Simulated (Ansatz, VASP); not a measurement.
Ti: VASP beside Ansatz

```
CELL_PARAMETERS angstrom
-0.04060 2.00970 2.00970
2.00970 -0.04060 2.00970
2.00970 2.00970 -0.04060
ATOMIC_POSITIONS crystal
Ti 0.00000 0.00000 0.00000
```

Change from the starting cell: equal xy, yz and zx shear strains of -2 %, crystal datasets.

Alike in both runs: task electric field gradients; functional PBE; k mesh 15 × 15 × 15; occupations fermi-dirac, width 0.05 eV; no spin polarisation.

|  | VASP | Ansatz |
| --- | --- | --- |
| version | VASP 6.6.1 | Ansatz 0.2.0 |
| potentials or method | VASP PAW PBE potentials, release 64 (Ti_sv), cutoff 520 eV | all-electron PAW with datasets made for the crystal, scalar-relativistic |

Ansatz gave:

```
pressure (GPa)                                                : 4.5
traceless stress, the component that is largest in VASP (GPa) : 1.23
size of Vzz on the site where it differs most (V/Å²)          : 9.2
```

Task: Which values does VASP return?

Result: Pressure (GPa): 4.2; traceless stress, the component that is largest in VASP (GPa): 1.22; size of Vzz on the site where it differs most (V/Å²): 9.3.

Ansatz ran all-electron here, and VASP with PAW potentials.
